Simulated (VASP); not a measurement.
# Li3IF2 in VASP: a series of runs

The runs below take Li3IF2 through single point, relaxation of cell and atoms, with PBE.

Everything below comes from runs of VASP 6.6.1. Logs are shortened: lines on timing, memory, paths and dates and some standing lists are left out, and cuts for length are marked.

### 1 The cell of the first run

Symmetry: P-62m, No. 189, hexagonal system. Conventional cell: a = 5.689 Å, b = 5.689 Å, c = 4.225 Å, α = 90.00°, β = 90.00°, γ = 120.00°. Within 2.4 Å of Li (site symmetry m2m) lie 2 F at 1.79 Å. I (site symmetry -62m) has 6 Li at 3.00 Å within 3.9 Å. Within 2.4 Å of F (site symmetry -6) lie 3 Li at 1.79 Å.

### 2 Single point, PBE

The input, INCAR:

```
ALGO = Normal
EDIFF = 1E-6
ENCUT = 520
GGA = PE
ISIF = 2
ISMEAR = 0
LASPH = True
LCHARG = False
LREAL = False
LWAVE = False
NBANDS = 24
NELM = 100
PREC = Accurate
SIGMA = 0.02
```

The input, KPOINTS:

```
k-points
0
Gamma
  6 6 6
```

The input, POSCAR:

```
Li3IF2
1.0
    5.6886819437      0.0000000000      0.0000000000
   -2.8443409719      4.9265430773      0.0000000000
    0.0000000000      0.0000000000      4.2247446706
Li I F
3 1 2
Direct
    0.6256985017      0.6256985017      0.0000000000
    0.0000000000      0.3743014983      0.0000000000
    0.3743014983      0.0000000000      0.0000000000
    0.0000000000      0.0000000000      0.5000000000
    0.6666666667      0.3333333333      0.0000000000
    0.3333333333      0.6666666667      0.0000000000
```

Potentials or basis: VASP PAW PBE potentials, release 64 (Li_sv, I, F).

On the command line:

```bash
cat potpaw_PBE.64/Li_sv/POTCAR potpaw_PBE.64/I/POTCAR potpaw_PBE.64/F/POTCAR > POTCAR
mpirun -np 1 vasp_std > vasp.out
```

OUTCAR:

```text
EDIFF = 1E-6
   ENCUT = 520
   GGA = PE
   ISIF = 2
   ISMEAR = 0
   LASPH = True
   LREAL = False
   NELM = 100
   PREC = Accurate

 ion  position               nearest neighbor table
   1  0.626  0.626  0.000-   6 1.79   5 1.79   4 3.00   4 3.00
   2  0.000  0.374  0.000-   5 1.79   6 1.79   4 3.00   4 3.00
   3  0.374  0.000  0.000-   6 1.79   5 1.79   4 3.00   4 3.00
   4  0.000  0.000  0.500-   1 3.00   1 3.00   3 3.00   3 3.00   2 3.00   2 3.00
   5  0.667  0.333  0.000-   2 1.79   3 1.79   1 1.79
   6  0.333  0.667  0.000-   3 1.79   2 1.79   1 1.79

  LATTYP: Found a hexagonal cell.
 ALAT       =     5.6886819437
 C/A-ratio  =     0.7426579149

  Lattice vectors:

 A1 = (   5.6886819437,   0.0000000000,   0.0000000000)
 A2 = (  -2.8443409719,   4.9265430773,   0.0000000000)
 A3 = (   0.0000000000,   0.0000000000,   4.2247446706)

Analysis of symmetry for initial positions (statically):
=====================================================================
 Subroutine PRICEL returns:
 Original cell was already a primitive cell.

 Routine SETGRP: Setting up the symmetry group for a
 hexagonal supercell.

 Subroutine GETGRP returns: Found 12 space group operations
 (whereof 12 operations were pure point group operations)
 out of a pool of 24 trial point group operations.

The static configuration has the point symmetry D_3h.

Analysis of symmetry for dynamics (positions and initial velocities):
=====================================================================
 Subroutine PRICEL returns:
 Original cell was already a primitive cell.

 Routine SETGRP: Setting up the symmetry group for a
 hexagonal supercell.

 Subroutine GETGRP returns: Found 12 space group operations
 (whereof 12 operations were pure point group operations)
 out of a pool of 24 trial point group operations.

The dynamic configuration has the point symmetry D_3h.

 Subroutine INISYM returns: Found 12 space group operations
 (whereof 12 operations are pure point group operations),
 and found     1 'primitive' translations

----------------------------------------------------------------------------------------

                                     Primitive cell

  volume of cell :     118.4007

  direct lattice vectors                    reciprocal lattice vectors
     5.688681944  0.000000000  0.000000000     0.175787645  0.101491044  0.000000000
    -2.844340972  4.926543077  0.000000000     0.000000000  0.202982088  0.000000000
     0.000000000  0.000000000  4.224744671     0.000000000  0.000000000  0.236700695

  length of vectors
     5.688681944  5.688681944  4.224744671     0.202982088  0.202982088  0.236700695

  position of ions in fractional coordinates (direct lattice)
     0.625698502  0.625698502  0.000000000
     0.000000000  0.374301498  0.000000000
     0.374301498  0.000000000  0.000000000
     0.000000000  0.000000000  0.500000000
     0.666666667  0.333333333  0.000000000
     0.333333333  0.666666667  0.000000000

  ion indices of the primitive-cell ions
   primitive index   ion index
                 1           1
                 2           2
                 3           3
                 4           4
                 5           5
                 6           6

----------------------------------------------------------------------------------------

 KPOINTS: k-points

Automatic generation of k-mesh.
 Grid dimensions read from file:
 generate k-points for:    6    6    6

 Generating k-lattice:

  Cartesian coordinates                     Fractional coordinates (reciprocal lattice)
     0.029297941  0.016915174  0.000000000     0.166666667  0.000000000  0.000000000
     0.000000000  0.033830348  0.000000000     0.000000000  0.166666667  0.000000000
     0.000000000  0.000000000  0.039450116     0.000000000  0.000000000  0.166666667

  Length of vectors
     0.033830348  0.033830348  0.039450116

  Shift w.r.t. Gamma in fractional coordinates (k-lattice)
     0.000000000  0.000000000  0.000000000

 Subroutine IBZKPT returns following result:
 ===========================================

 Found     28 irreducible k-points:

 Following reciprocal coordinates:
            Coordinates               Weight
  0.000000  0.000000  0.000000      1.000000
  0.166667 -0.000000  0.000000      6.000000
  0.333333  0.000000  0.000000      6.000000
  0.500000 -0.000000  0.000000      3.000000
  0.166667  0.166667  0.000000      6.000000
  0.333333  0.166667  0.000000     12.000000
[... 16 lines left out ...]
  0.166667 -0.000000  0.500000      6.000000
  0.333333  0.000000  0.500000      6.000000
 [... further k-points ...]
   k-points           NKPTS =     28   k-points in BZ     NKDIM =     28   number of bands    NBANDS=     24
   number of dos      NEDOS =    301   number of ions     NIONS =      6
   total plane-waves  NPLWV =  56448
   dimension x,y,z NGX =    42 NGY =   42 NGZ =   32
   dimension x,y,z NGXF=    84 NGYF=   84 NGZF=   64
[... 67 lines left out ...]

 k-point     1 :       0.0000    0.0000    0.0000
  band No.  band energies     occupation
      1     -44.0609      2.00000
      2     -44.0420      2.00000
      3     -44.0420      2.00000
      4     -21.9220      2.00000
      5     -21.8515      2.00000
      6     -11.3022      2.00000
[... 16 lines left out ...]
     23       9.4783      0.00000
     24       9.4783      0.00000

 k-point     2 :       0.1667   -0.0000    0.0000
  band No.  band energies     occupation
      1     -44.0597      2.00000
      2     -44.0432      2.00000
      3     -44.0422      2.00000
      4     -21.9179      2.00000
      5     -21.8559      2.00000
      6     -11.3006      2.00000
[... 16 lines left out ...]
     23       9.4961      0.00000
     24      10.0986      0.00000

 k-point     3 :       0.3333    0.0000    0.0000
  band No.  band energies     occupation
      1     -44.0568      2.00000
      2     -44.0460      2.00000
      3     -44.0423      2.00000
      4     -21.9077      2.00000
      5     -21.8670      2.00000
      6     -11.2973      2.00000
[... 16 lines left out ...]
     23       9.4867      0.00000
     24      10.8280      0.00000

 k-point     4 :       0.5000   -0.0000    0.0000
  band No.  band energies     occupation
      1     -44.0543      2.00000
      2     -44.0484      2.00000
      3     -44.0424      2.00000
      4     -21.8992      2.00000
      5     -21.8758      2.00000
      6     -11.2957      2.00000
[... 16 lines left out ...]
     23       9.4340      0.00000
     24      10.0306      0.00000

 k-point     5 :       0.1667    0.1667    0.0000
  band No.  band energies     occupation
      1     -44.0576      2.00000
      2     -44.0451      2.00000
      3     -44.0423      2.00000
      4     -21.9106      2.00000
      5     -21.8637      2.00000
      6     -11.2981      2.00000
[... 16 lines left out ...]
     23       9.4762      0.00000
     24      10.8569      0.00000

 k-point     6 :       0.3333    0.1667    0.0000
  band No.  band energies     occupation
      1     -44.0544      2.00000
      2     -44.0482      2.00000
      3     -44.0425      2.00000
      4     -21.8991      2.00000
      5     -21.8755      2.00000
      6     -11.2957      2.00000
[... 16 lines left out ...]
     23       9.4700      0.00000
     24      10.2101      0.00000
[... 379 lines left out ...]
 k-point    21 :       0.3333    0.3333    0.3333
  band No.  band energies     occupation
      1     -44.0512      2.00000
      2     -44.0512      2.00000
      3     -44.0425      2.00000
      4     -21.8842      2.00000
      5     -21.8842      2.00000
      6     -11.1335      2.00000
[... 16 lines left out ...]
     23       9.8390      0.00000
     24      11.2704      0.00000

 k-point    22 :       0.0000    0.0000    0.5000
  band No.  band energies     occupation
      1     -44.0608      2.00000
      2     -44.0420      2.00000
      3     -44.0420      2.00000
      4     -21.9184      2.00000
      5     -21.8467      2.00000
      6     -11.1022      2.00000
[... 16 lines left out ...]
     23      11.0866      0.00000
     24      11.0866      0.00000

 k-point    23 :       0.1667   -0.0000    0.5000
  band No.  band energies     occupation
      1     -44.0597      2.00000
      2     -44.0431      2.00000
      3     -44.0421      2.00000
      4     -21.9143      2.00000
      5     -21.8513      2.00000
      6     -11.0964      2.00000
[... 16 lines left out ...]
     23      10.9907      0.00000
     24      11.3893      0.00000

 k-point    24 :       0.3333    0.0000    0.5000
  band No.  band energies     occupation
      1     -44.0567      2.00000
      2     -44.0459      2.00000
      3     -44.0422      2.00000
      4     -21.9035      2.00000
      5     -21.8624      2.00000
      6     -11.0847      2.00000
[... 16 lines left out ...]
     23      10.5789      0.00000
     24      10.8188      0.00000

 [... further k-points ...]
[... 5 lines left out ...]
  --------------------------------------------------------------------------------------
  -------------------------------------------------------------------------------------
  Total        0.0415935      0.0415935     -0.1466213     -0.0000000      0.0000000      0.0000000
  in kB        0.5628363      0.5628363     -1.9840533     -0.0000000      0.0000000      0.0000000
  external PRESSURE =      -0.2861269 kB  Pullay stress =       0.0000000 kB

 VOLUME and BASIS-vectors are now :
 -----------------------------------------------------------------------------
  energy-cutoff  :      520.00
  volume of cell :      118.40
      direct lattice vectors                 reciprocal lattice vectors
     5.688681944  0.000000000  0.000000000     0.175787645  0.101491044  0.000000000
    -2.844340972  4.926543077  0.000000000     0.000000000  0.202982088  0.000000000
     0.000000000  0.000000000  4.224744671     0.000000000  0.000000000  0.236700695

 POSITION                                       TOTAL-FORCE (eV/Angst)
 -----------------------------------------------------------------------------------
      1.77970      3.08253      0.00000         0.013008      0.022530     -0.000000
     -1.06464      1.84401      0.00000         0.013008     -0.022530      0.000000
      2.12928      0.00000      0.00000        -0.026016     -0.000000     -0.000000
      0.00000      0.00000      2.11237         0.000000     -0.000000     -0.000000
      2.84434      1.64218      0.00000         0.000000     -0.000000     -0.000000
     -0.00000      3.28436      0.00000         0.000000     -0.000000     -0.000000
 -----------------------------------------------------------------------------------
    total drift:                               -0.000002     -0.000004      0.000001

  FREE ENERGIE OF THE ION-ELECTRON SYSTEM (eV)
  ---------------------------------------------------
  free  energy   TOTEN  =       -24.8569015981 eV

  energy  without entropy=      -24.8569015981  energy(sigma->0) =      -24.85690160
```

Run time: 37 s. Hardware: 1 thread of Intel Xeon 6975P-C (Granite Rapids), shared host; peak memory 0.26 GiB.

What came out:

* Free energy: -24.8569 eV
* Largest force: 0.026 eV/Å
* Band gap on the k mesh: 4.49 eV, direct

Forces on the atoms (eV/Å):
```
Li   0.013  0.023  0.000
Li   0.013 -0.023  0.000
Li  -0.026  0.000  0.000
I    0.000  0.000  0.000
F    0.000  0.000  0.000
F    0.000  0.000  0.000
```

Levels at points of the mesh, in eV from the valence-band top:
```csv
k point,band 11,band 12,band 13,band 14,band 15,band 16,band 17,band 18,band 19,band 20
"(0.00, 0.00, 0.00)",-2.70,-2.37,-0.59,-0.59,0.00,4.49,6.11,7.69,7.69,9.65
"(0.50, 0.00, 0.00)",-2.56,-2.47,-1.01,-0.62,-0.07,5.43,6.05,7.36,8.83,9.14
"(0.00, 0.00, 0.50)",-2.84,-2.49,-1.99,-0.44,-0.44,6.06,6.62,6.62,7.32,7.32
"(0.50, 0.00, 0.50)",-2.92,-2.62,-1.75,-0.54,-0.45,5.97,6.58,6.67,8.55,9.11
```

Caveat: the cutoff is under 1.25 times the usual one of these potentials, so pressure, stress and relaxed cells hold a basis-set (Pulay) error; spin-orbit coupling is left out, which moves the levels of the heavy elements. PBE gaps usually lie below the measured ones, often by a third to a half.

### 3 Single point, PBE

This run uses another cell than the first one, of 19.78 Å³/atom, 1.002 times its volume.

The input, INCAR:

```
PREC = Accurate
ENCUT = 520
EDIFF = 1E-6
ISMEAR = 0
SIGMA = 0.1
LREAL = F
LASPH = T
NELM = 80
ALGO = Normal
ISIF = 2
LWAVE = F
LCHARG = F
GGA = PE
NBANDS = 24
```

The input, KPOINTS:

```
regular mesh
0
Gamma
  4 4 4
```

The input, POSCAR:

```
Li3IF2
1.0
    4.2361777938     -0.0050365348     -0.0422474882
    0.0071834181      5.6871545675      0.0042134306
    0.0429202239      2.8388124186      4.9274683033
Li I F
3 1 2
Direct
    0.4127737997      0.3739012830      0.6261134761
    0.4150660270      0.6262766024      0.0000085586
    0.4207208992      0.0000222278      0.3737848761
    0.9172557532     -0.0002967539      1.0001885078
    0.4170527130      0.6667216702      0.6666349633
    0.4171308079      0.3333749705      0.3332696180
```

Potentials or basis: VASP PAW PBE potentials, release 64 (Li_sv, I, F).

On the command line:

```bash
cat potpaw_PBE.64/Li_sv/POTCAR potpaw_PBE.64/I/POTCAR potpaw_PBE.64/F/POTCAR > POTCAR
mpirun -np 1 vasp_std > vasp.out
```

Run time: 36 s. Hardware: 1 thread of Intel Xeon 6975P-C (Granite Rapids), shared host; peak memory 0.27 GiB.

The run converged. Its results:

| Quantity | Value |
| --- | --- |
| Free energy | -24.8529 eV |
| Largest force | 0.021 eV/Å |
| Band gap on the k mesh | 4.50 eV, direct |

Forces on the atoms (eV/Å):
```
Li   0.005 -0.011  0.018
Li   0.003  0.020 -0.001
Li  -0.002 -0.011 -0.017
I   -0.001  0.002 -0.002
F   -0.002  0.000  0.001
F   -0.002  0.000  0.001
```

Levels at points of the mesh, in eV from the valence-band top:
```tsv
k point	band 12	band 13	band 14	band 15	band 16	band 17	band 18	band 19
(0.00, 0.00, 0.00)	-2.35	-0.57	-0.57	0.00	4.50	6.11	7.71	7.71
(0.50, 0.00, 0.00)	-2.47	-1.97	-0.42	-0.42	6.08	6.64	6.64	7.34
(0.00, 0.50, 0.00)	-2.45	-0.98	-0.60	-0.07	5.43	6.07	7.37	8.82
(0.50, 0.50, 0.00)	-2.60	-1.73	-0.52	-0.43	5.98	6.60	6.69	8.56
(0.00, 0.00, 0.50)	-2.45	-0.98	-0.60	-0.07	5.43	6.06	7.37	8.82
(0.50, 0.00, 0.50)	-2.60	-1.73	-0.52	-0.43	5.98	6.60	6.69	8.56
(0.00, 0.50, 0.50)	-2.45	-0.98	-0.60	-0.07	5.43	6.07	7.37	8.82
(0.50, 0.50, 0.50)	-2.60	-1.73	-0.52	-0.43	5.98	6.60	6.69	8.56
```

Caveat: the cutoff is under 1.25 times the usual one of these potentials, so pressure, stress and relaxed cells hold a basis-set (Pulay) error; spin-orbit coupling is left out, which moves the levels of the heavy elements.

### 4 Relaxation of cell and atoms, PBE

This run uses another cell than the first one, of 19.78 Å³/atom, 1.002 times its volume.

The input, INCAR:

```
SYSTEM = Li3IF2
PREC     = Accurate       ! precision mode
ENCUT    = 600            ! plane-wave cutoff, eV
EDIFF    = 1E-7           ! SCF threshold, eV
ISMEAR   = 0              ! smearing method
SIGMA    = 0.02           ! smearing width, eV
LREAL    = .FALSE.        ! projectors in reciprocal space
LASPH    = .TRUE.         ! aspherical terms in the spheres
NELM     = 80             ! most SCF steps
ALGO     = Normal         ! electronic algorithm
ISIF     = 3              ! what is computed and relaxed
LWAVE    = .FALSE.        ! write WAVECAR
LCHARG   = .FALSE.        ! write CHGCAR
GGA      = PE             ! functional
IBRION   = 2              ! ionic algorithm
NSW      = 100            ! ionic steps
EDIFFG   = -0.01          ! ionic threshold
```

The input, KPOINTS:

```
Automatic mesh
0
G
  6 6 6
  0 0 0
```

The input, POSCAR:

```
Li3IF2
1.0
    5.6870219959      0.0000000000      0.0000000000
   -2.8435109980      4.9251055204      0.0000000000
    0.0000000000      0.0000000000      4.2363914500
Li I F
3 1 2
Direct
    0.6258634657      0.6258634657      0.0000000000
    0.0000000000      0.3741365343      0.0000000000
    0.3741365343      0.0000000000      0.0000000000
    0.0000000000      0.0000000000      0.5000000000
    0.6666666667      0.3333333333      0.0000000000
    0.3333333333      0.6666666667      0.0000000000
```

On the command line:

```bash
cat potpaw_PBE.64/Li_sv/POTCAR potpaw_PBE.64/I/POTCAR potpaw_PBE.64/F/POTCAR > POTCAR
mpirun -np 1 vasp_std > vasp.out
```

Run time: 2.5 min. Hardware: 1 thread of Intel Xeon 6975P-C (Granite Rapids), shared host; peak memory 0.33 GiB.

Results (log left out):

```yaml
Free_energy: -24.8622 eV
Relaxed_volume: 19.52 Å³/atom
Relaxed_cell: a = 5.683 Å, b = 5.683 Å, c = 4.187 Å, α = 90.00°, β = 90.00°, γ = 120.00°
Space_group_after_relaxing_to_0.05_Å: P-62m (No. 189)
Energy_gained_by_relaxing: 0.3 meV/atom
Ionic_steps: 5
Pressure_after_relaxing: 0.0 GPa
Band_gap_on_the_k_mesh: 4.51 eV, direct
```

Step by step:
| step | energy change (eV) | largest force (eV/Å) | pressure (GPa) | volume (Å³) |
| --- | --- | --- | --- | --- |
| 1 | 0.0000 | 0.0251 | -0.12 | 118.66 |
| 2 | -0.0005 | 0.0213 | -0.10 | 118.40 |
| 3 | -0.0016 | 0.0096 | -0.04 | 117.62 |
| 4 | -0.0009 | 0.0155 | 0.11 | 116.07 |
| 5 | -0.0018 | 0.0018 | 0.01 | 117.12 |

Final structure:
```cif
data_structure
_symmetry_space_group_name_H-M 'P 1'
_symmetry_Int_Tables_number 1
_cell_length_a 5.6832
_cell_length_b 5.6832
_cell_length_c 4.1870
_cell_angle_alpha 90.000
_cell_angle_beta 90.000
_cell_angle_gamma 120.000
_cell_volume 117.12
loop_
_atom_site_label
_atom_site_type_symbol
_atom_site_fract_x
_atom_site_fract_y
_atom_site_fract_z
_atom_site_occupancy
Li1 Li 0.62713 0.62713 0.00000 1
Li2 Li 0.00000 0.37287 0.00000 1
Li3 Li 0.37287 0.00000 0.00000 1
I1 I 0.00000 0.00000 0.50000 1
F1 F 0.66667 0.33333 0.00000 1
F2 F 0.33333 0.66667 0.00000 1
```

Levels at points of the mesh, in eV from the valence-band top:
```csv
k point,band 12,band 13,band 14,band 15,band 16,band 17,band 18,band 19
"(0.00, 0.00, 0.00)",-2.36,-0.64,-0.64,0.00,4.51,6.11,7.67,7.67
"(0.50, 0.00, 0.00)",-2.46,-1.06,-0.66,-0.07,5.46,6.03,7.37,8.88
"(0.00, 0.00, 0.50)",-2.49,-2.07,-0.48,-0.48,6.08,6.60,6.60,7.30
"(0.50, 0.00, 0.50)",-2.63,-1.82,-0.58,-0.48,5.97,6.56,6.68,8.57
```

Caveat: the cutoff is under 1.25 times the usual one of these potentials, so pressure, stress and relaxed cells hold a basis-set (Pulay) error; spin-orbit coupling is left out, which moves the levels of the heavy elements. A hybrid or GW would open this gap; PBE tends to underestimate it.

### 5 Summary

| task | cell | k mesh | cutoff (eV) | smearing | gap on the mesh (eV) | largest force (eV/Å) |
| --- | --- | --- | --- | --- | --- | --- |
| single point | a = 5.689, b = 5.689, c = 4.225 Å, angles 90.0, 90.0, 120.0°, 6 atoms | 6 × 6 × 6 | 520 | gaussian 0.02 eV | 4.49 | 0.03 |
| single point | a = 4.236, b = 5.687, c = 5.687 Å, angles 60.0, 90.1, 90.0°, 6 atoms | 4 × 4 × 4 | 520 | gaussian 0.1 eV | 4.50 | 0.02 |
| relaxation of cell and atoms | relaxed from a = 5.687, b = 5.687, c = 4.236 Å, angles 90.0, 90.0, 120.0°, 6 atoms | 6 × 6 × 6 | 600 | gaussian 0.02 eV | 4.51 | - |

Alike in all rows: level PBE; potentials or basis VASP PAW PBE potentials, release 64 (Li_sv, I, F); no spin polarisation.

Caveats: the cutoff is under 1.25 times the usual one of these potentials, so pressure, stress and relaxed cells hold a basis-set (Pulay) error; spin-orbit coupling is left out, which moves the levels of the heavy elements.

Absolute energies hang on the potentials; compare differences alone.
